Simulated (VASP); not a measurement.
A run of VASP 6.6.1 is set up as follows.

File INCAR:

```
SYSTEM = ScAl2Sb2As
PREC     = Accurate       ! precision mode
ENCUT    = 520            ! plane-wave cutoff, eV
EDIFF    = 1E-7           ! SCF threshold, eV
ISMEAR   = 0              ! smearing method
SIGMA    = 0.1            ! smearing width, eV
LREAL    = .FALSE.        ! projectors in reciprocal space
LASPH    = .TRUE.         ! aspherical terms in the spheres
NELM     = 150            ! most SCF steps
ALGO     = Normal         ! electronic algorithm
ISIF     = 2              ! what is computed and relaxed
LWAVE    = .FALSE.        ! write WAVECAR
LCHARG   = .FALSE.        ! write CHGCAR
ISPIN    = 2              ! spin polarisation
MAGMOM   = 1 0 0 0 0 0    ! initial moments
LORBIT   = 11             ! projections on sites
LMAXMIX  = 4              ! l up to which the mixer works
GGA      = PE             ! functional
NBANDS   = 29             ! bands
```

File KPOINTS:

```
Automatic mesh
0
G
  4 4 4
  0 0 0
```

The input POSCAR:

```
ScAl2Sb2As
1.0
    3.9019505234     -4.8749158279      0.0000000000
    3.9019505234      4.8749158279      0.0000000000
    0.0000000000      0.0000000000      4.0907893225
Sc Al Sb As
1 2 2 1
Direct
    0.0000000000      0.0000000000      0.0000000000
    0.5000000000      0.0000000000      0.5000000000
    0.0000000000      0.5000000000      0.5000000000
    0.7101866839      0.2898133161      0.0000000000
    0.2898133161      0.7101866839      0.0000000000
    0.5000000000      0.5000000000      0.5000000000
```

Potentials or basis: VASP PAW PBE potentials, release 64 (Sc_sv, Al, Sb, As).

Launch:

```bash
$ cat potpaw_PBE.64/Sc_sv/POTCAR potpaw_PBE.64/Al/POTCAR potpaw_PBE.64/Sb/POTCAR potpaw_PBE.64/As/POTCAR > POTCAR
$ mpirun -np 1 vasp_std > vasp.out
```

Question: What does it give for the pressure?

Answer: 0.0 GPa.

Question: Predict the band gap on the k mesh.

Answer: Zero (filled and empty bands overlap).

Question: What does it give for the net moment?

Answer: 0.00 μB per cell.

Forces on the atoms (eV/Å):
```
Sc   0.000  0.000  0.000
Al   0.000  0.000  0.000
Al   0.000  0.000  0.000
Sb   0.000  0.128  0.000
Sb   0.000 -0.128  0.000
As   0.000  0.000  0.000
```

Caveat: the k points lie up to 0.38 Å⁻¹ apart, too coarse for converged energies and pressures of a metal; spin-orbit coupling is left out, which moves the levels of the heavy elements.
